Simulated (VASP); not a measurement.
# ZnSe (F-43m) in VASP: a series of runs, part 2 of 2

VASP 6.6.1. The steps go on from the part before.

## 4. Single point, r2SCAN, non-collinear spin, zero start, spin-orbit coupling (strain -3.0%)

The input, POSCAR:

```
ZnSe
1.0
    0.0000000000      2.7474480639      2.7474480639
    2.7474480639      0.0000000000      2.7474480639
    2.7474480639      2.7474480639      0.0000000000
Zn Se
1 1
Direct
    0.0000000000      0.0000000000      0.0000000000
    0.2500000000      0.2500000000      0.2500000000
```

The input, INCAR.step1:

```
ALGO = Normal ; EDIFF = 1E-4
ENCUT = 520 ; GGA = PE
GGA_COMPAT = F ; ISMEAR = 0
LASPH = T ; LCHARG = F
LREAL = F ; LSORBIT = T
LWAVE = T ; MAGMOM = 0 0 0 0 0 0
NBANDS = 30 ; NELM = 150
PREC = Accurate ; SIGMA = 0.01
```

The input, INCAR.step2:

```
ALGO = Normal ; EDIFF = 1E-7
ENCUT = 520 ; GGA_COMPAT = F
ISIF = 2 ; ISMEAR = 0
ISTART = 1 ; LASPH = T
LCHARG = F ; LMIXTAU = T
LORBIT = 11 ; LORBMOM = T
LREAL = F ; LSORBIT = T
LWAVE = F ; MAGMOM = 0 0 0 0 0 0
METAGGA = R2SCAN ; NBANDS = 30
NELM = 150 ; PREC = Accurate
SIGMA = 0.01
```

The input, KPOINTS:

```
k-points
0
Gamma
  8 8 8
```

Potentials or basis: VASP PAW PBE potentials, release 64 (Zn, Se).

On the command line:

```console
$ cat potpaw_PBE.64/Zn/POTCAR potpaw_PBE.64/Se/POTCAR > POTCAR
$ cp INCAR.step1 INCAR
$ mpirun -np 1 vasp_ncl > vasp.out
$ cp INCAR.step2 INCAR
$ mpirun -np 1 vasp_ncl > vasp.out
```

OUTCAR:

```text
EDIFF = 1E-7
   ENCUT = 520
   ISIF = 2
   ISMEAR = 0
   ISTART = 1
   LASPH = T
   LORBIT = 11
   LREAL = F
   LSORBIT = T
   METAGGA = R2SCAN
   NELM = 150
   PREC = Accurate

 ion  position               nearest neighbor table
   1  0.000  0.000  0.000-   2 2.38   2 2.38   2 2.38   2 2.38
   2  0.250  0.250  0.250-   1 2.38   1 2.38   1 2.38   1 2.38

  LATTYP: Found a face centered cubic cell.
 ALAT       =     5.4948961278

  Lattice vectors:

 A1 = (   0.0000000000,   2.7474480639,   2.7474480639)
[... 1088 lines left out ...]
    -0.0000044    -0.0000044    -0.0000038     0.0000000    -0.0000013
    -0.0000051    -0.0000013     0.0000000    -0.0000013     0.0000000
 l=   3
     0.0000000     0.0000000     0.0000000     0.0000000     0.0000000     0.0000000     0.0000000
     0.0000000     0.0000000     0.0000000     0.0000000     0.0000000     0.0000000     0.0000000
     0.0000000     0.0000000     0.0000000     0.0000000     0.0000000     0.0000000     0.0000000
     0.0000000     0.0000000     0.0000000     0.0000000     0.0000000     0.0000000     0.0000000
     0.0000000     0.0000000     0.0000000     0.0000000     0.0000000     0.0000000     0.0000000
     0.0000000     0.0000000     0.0000000     0.0000000     0.0000000     0.0000000     0.0000000
     0.0000000     0.0000000     0.0000000     0.0000000     0.0000000     0.0000000     0.0000000

 total charge

# of ion       s       p       d       tot
------------------------------------------
    1        0.538   0.523   9.813  10.873
    2        1.428   2.539   0.039   4.007
--------------------------------------------------
tot          1.966   3.062   9.852  14.880

 magnetization (x)

# of ion       s       p       d       tot
------------------------------------------
    1        0.000  -0.000   0.000   0.000
    2        0.000   0.000   0.000   0.000
--------------------------------------------------
tot          0.000  -0.000   0.000   0.000

 magnetization (y)

# of ion       s       p       d       tot
------------------------------------------
    1        0.000   0.000   0.000   0.000
    2        0.000  -0.000   0.000  -0.000
--------------------------------------------------
tot          0.000   0.000   0.000   0.000

 magnetization (z)

# of ion       s       p       d       tot
------------------------------------------
    1       -0.000  -0.000  -0.000  -0.000
    2        0.000  -0.000   0.000   0.000
--------------------------------------------------
tot          0.000  -0.000  -0.000  -0.000
```

OUTCAR.step1:

```text
EDIFF = 1E-4
   ENCUT = 520
   GGA = PE
   ISMEAR = 0
   LASPH = T
   LREAL = F
   LSORBIT = T
[... 1076 lines left out ...]
     0.0000000     0.0000000     0.0000000     0.0000000     0.0000000     0.0000000     0.0000000
     0.0000000     0.0000000     0.0000000     0.0000000     0.0000000     0.0000000     0.0000000
     0.0000000     0.0000000     0.0000000     0.0000000     0.0000000     0.0000000     0.0000000
     0.0000000     0.0000000     0.0000000     0.0000000     0.0000000     0.0000000     0.0000000
     0.0000000     0.0000000     0.0000000     0.0000000     0.0000000     0.0000000     0.0000000
     0.0000000     0.0000000     0.0000000     0.0000000     0.0000000     0.0000000     0.0000000

=======================================================================

 ========================================================
```

OSZICAR.step1:

```text
N       E                     dE             d eps       ncg     rms          rms(c)
DAV:   1     0.126349875046E+03    0.12635E+03   -0.83561E+03  2586   0.142E+03
DAV:   2     0.676840640081E+01   -0.11958E+03   -0.11206E+03  2592   0.329E+02
DAV:   3    -0.591019509878E+01   -0.12679E+02   -0.12504E+02  3002   0.102E+02
DAV:   4    -0.618680244898E+01   -0.27661E+00   -0.27622E+00  2986   0.153E+01
DAV:   5    -0.618819284929E+01   -0.13904E-02   -0.13903E-02  2974   0.108E+00    0.570E+00
DAV:   6    -0.591088388415E+01    0.27731E+00   -0.49073E-01  3586   0.275E+01    0.424E+00
DAV:   7    -0.589473930981E+01    0.16145E-01   -0.27712E-01  2844   0.446E+00    0.176E+00
DAV:   8    -0.589487067237E+01   -0.13136E-03   -0.50497E-03  2910   0.596E-01    0.636E-01
DAV:   9    -0.589499968095E+01   -0.12901E-03   -0.67567E-04  3186   0.378E-01    0.269E-01
DAV:  10    -0.589508049184E+01   -0.80811E-04   -0.16777E-04  2612   0.106E-01
   1 F= -.58950805E+01 E0= -.58950805E+01  d E =-.387798E-37  mag=     0.0000    -0.0000    -0.0000
```

Wall time 9.8 min (1 thread of AMD EPYC 9R45 (Zen 5), shared host); peak memory 0.34 GiB.

What came out:

```
Free energy                                           : -24.8442 eV
Pressure                                              : 7.5 GPa
Net moment                                            : 0.00 μB per cell
Valence electrons inside the program's atomic spheres : Zn 10.87; Se 4.01
```

Moments on the atoms (μB; x, y, z):
```
Zn  0.00 0.00 0.00
Se  0.00 0.00 0.00
```

Caveat: the cell differs from its parent crystal (strain -3.0%); the PAW data sets were made with another functional, which shifts forces and pressure a little.

## 5. Single point, r2SCAN, non-collinear spin, zero start, spin-orbit coupling

This run uses another cell than the first one, of 22.72 Å³/atom, 0.971 times its volume.

The input, POSCAR:

```
ZnSe
1.0
    0.0000000000      2.8324206844      2.8324206844
    2.8324206844      0.0000000000      2.8324206844
    2.8324206844      2.8324206844      0.0000000000
Zn Se
1 1
Direct
    0.0000000000      0.0000000000      0.0000000000
    0.2500000000      0.2500000000      0.2500000000
```

The input, INCAR.step1:

```
SYSTEM = ZnSe
ALGO     = Normal         ! electronic algorithm
EDIFF    = 1E-4           ! SCF threshold, eV
ENCUT    = 520            ! plane-wave cutoff, eV
GGA      = PE             ! functional
GGA_COMPAT= .False.      
ISMEAR   = -1             ! smearing method
LASPH    = .True.         ! aspherical terms in the spheres
LCHARG   = .False.        ! write CHGCAR
LNONCOLLINEAR= .True.         ! non-collinear magnetism
LREAL    = .False.        ! projectors in reciprocal space
LSORBIT  = .True.         ! spin-orbit coupling
LWAVE    = .True.         ! write WAVECAR
MAGMOM   = 0 0 0 0 0 0    ! initial moments
NBANDS   = 30             ! bands
NELM     = 150            ! most SCF steps
PREC     = Accurate       ! precision mode
SIGMA    = 0.02           ! smearing width, eV
```

The input, INCAR.step2:

```
SYSTEM = ZnSe
ALGO     = Normal         ! electronic algorithm
EDIFF    = 1E-7           ! SCF threshold, eV
ENCUT    = 520            ! plane-wave cutoff, eV
GGA_COMPAT= .False.      
ISIF     = 2              ! what is computed and relaxed
ISMEAR   = -1             ! smearing method
ISTART   = 1            
LASPH    = .True.         ! aspherical terms in the spheres
LCHARG   = .False.        ! write CHGCAR
LMIXTAU  = .True.       
LNONCOLLINEAR= .True.         ! non-collinear magnetism
LORBIT   = 11             ! projections on sites
LORBMOM  = .True.       
LREAL    = .False.        ! projectors in reciprocal space
LSORBIT  = .True.         ! spin-orbit coupling
LWAVE    = .False.        ! write WAVECAR
MAGMOM   = 0 0 0 0 0 0    ! initial moments
METAGGA  = R2SCAN         ! meta-GGA
NBANDS   = 30             ! bands
NELM     = 150            ! most SCF steps
PREC     = Accurate       ! precision mode
SIGMA    = 0.02           ! smearing width, eV
```

The input, KPOINTS:

```
k-points
0
Gamma
  8 8 8
  0 0 0
```

On the command line:

```console
$ cat potpaw_PBE.64/Zn/POTCAR potpaw_PBE.64/Se/POTCAR > POTCAR
$ cp INCAR.step1 INCAR
$ mpirun -np 1 vasp_ncl > vasp.out
$ cp INCAR.step2 INCAR
$ mpirun -np 1 vasp_ncl > vasp.out
```

Run time: 11 min. Hardware: 1 thread of AMD EPYC 9R45 (Zen 5), shared host; peak memory 0.35 GiB.

It converged, with:

```yaml
Free_energy: -24.9299 eV
Pressure: 0.1 GPa
Net_moment: 0.00 μB per cell
Valence_electrons_inside_the_program's_atomic_spheres: Zn 10.76; Se 3.94
```

Moments on the atoms (μB; x, y, z):
```
Zn  0.00 0.00 0.00
Se  0.00 0.00 0.00
```

Caveat: the PAW data sets were made with another functional, which shifts forces and pressure a little.

## 6. Summary

| level | spin | cell | smearing | pressure (GPa) | moment (μB) |
| --- | --- | --- | --- | --- | --- |
| PBE | off | a = 4.046 Å, angles 60.0°, 2 atoms | fermi-dirac 0.02 eV | 0.6 | - |
| r2SCAN | non-collinear, zero start, SOC | a = 3.845 Å, angles 60.0°, 2 atoms | gaussian 0.01 eV | 10.8 | 0.00 |
| r2SCAN | non-collinear, zero start, SOC | a = 3.885 Å, angles 60.0°, 2 atoms | gaussian 0.01 eV | 7.5 | 0.00 |
| r2SCAN | non-collinear, zero start, SOC | a = 4.006 Å, angles 60.0°, 2 atoms | fermi-dirac 0.02 eV | 0.1 | 0.00 |

Alike in all rows: task single point; potentials or basis VASP PAW PBE potentials, release 64 (Zn, Se); k mesh 8 × 8 × 8; cutoff (eV) 520.

Caveats: the PAW data sets were made with another functional, which shifts forces and pressure a little (some runs).

Absolute energies hang on the potentials; compare differences alone.
